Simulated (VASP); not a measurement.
A run of VASP 6.6.1:

Contents of INCAR:

```
PREC     = Accurate       # precision mode
ENCUT    = 520            # plane-wave cutoff, eV
EDIFF    = 1E-8           # SCF threshold, eV
ISMEAR   = -1             # smearing method
SIGMA    = 0.05           # smearing width, eV
LREAL    = False          # projectors in reciprocal space
LASPH    = True           # aspherical terms in the spheres
NELM     = 150            # most SCF steps
ALGO     = Normal         # electronic algorithm
ISIF     = 2              # what is computed and relaxed
LWAVE    = False          # write WAVECAR
LCHARG   = False          # write CHGCAR
ISPIN    = 2              # spin polarisation
MAGMOM   = 4 0            # initial moments
LORBIT   = 11             # projections on sites
LMAXMIX  = 4              # l up to which the mixer works
GGA      = PE             # functional
LEFG     = True         
NBANDS   = 20             # bands
```

File KPOINTS:

```
regular mesh
0
Gamma
  10 10 10
```

Contents of POSCAR:

```
MnS
1.0
    0.0000000000      2.7525332030      2.7525332030
    2.7525332030      0.0000000000      2.7525332030
    2.7525332030      2.7525332030      0.0000000000
Mn S
1 1
Direct
    0.0000000000      0.0000000000      0.0000000000
    0.7500000000      0.7500000000      0.7500000000
```

Potentials or basis: VASP PAW PBE potentials, release 64 (Mn_pv, S).

Run with:

```bash
$ cat potpaw_PBE.64/Mn_pv/POTCAR potpaw_PBE.64/S/POTCAR > POTCAR
$ mpirun -np 1 vasp_std > vasp.out
```

Hardware: 1 thread of Intel(R) Xeon(R) 6975P-C (Granite Rapids), with other jobs on the host.

**Question.** Estimate the wall time of this run.

**Answer.** Wall time 48 s on 1 thread of Intel(R) Xeon(R) 6975P-C (Granite Rapids), with other jobs on the host, peak memory 0.22 GiB. Counts: scf iterations 20, k points 47.
